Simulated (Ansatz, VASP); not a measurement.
## Two plane-wave programs on NiO2

```
Ni O
1.0
     2.89406    0.00000    0.00000
    -1.44703    2.50633    0.00000
     0.00000    0.00000    3.83319
Ni O
1 2
Direct
  0.00000 0.00000 0.50000
  0.66667 0.33333 0.69485
  0.33333 0.66667 0.30515
```

Alike in both runs: task single point; functional LDA; k mesh 12 × 12 × 6; occupations gaussian, width 0.05 eV; no spin polarisation.

|  | VASP | Ansatz |
| --- | --- | --- |
| version | VASP 6.6.1 | Ansatz 0.2.0 |
| potentials or method | VASP PAW LDA potentials, release 64 (Ni, O), cutoff 520 eV | scalar-relativistic, plane waves, PAW |
| valence electrons in the cell | 22 | 30 |

|  | VASP | Ansatz | Ansatz less VASP |
| --- | --- | --- | --- |
| gap on the k mesh at the Fermi level (eV) | 0.40 | 0.43 | +0.027 |
| least direct gap on the mesh (eV) | 0.75 | 0.80 | +0.047 |
| pressure (GPa) | 6.1 | 5.0 | -1.10 |
| traceless stress, the component that is largest in VASP (GPa) | 11.48 | 12.65 | +1.163 |
| rms of the force components (eV/Å) | 0.981 | 0.960 | -0.0214 |

LDA's correlation is that of Perdew and Zunger in VASP and of Perdew and Wang (1992) in Ansatz. Atom by atom the forces differ by 0.021 eV/Å (rms over components). VASP's potentials hold 22 valence electrons a cell and Ansatz's 30, so a difference there can come from the potentials and not from the codes.
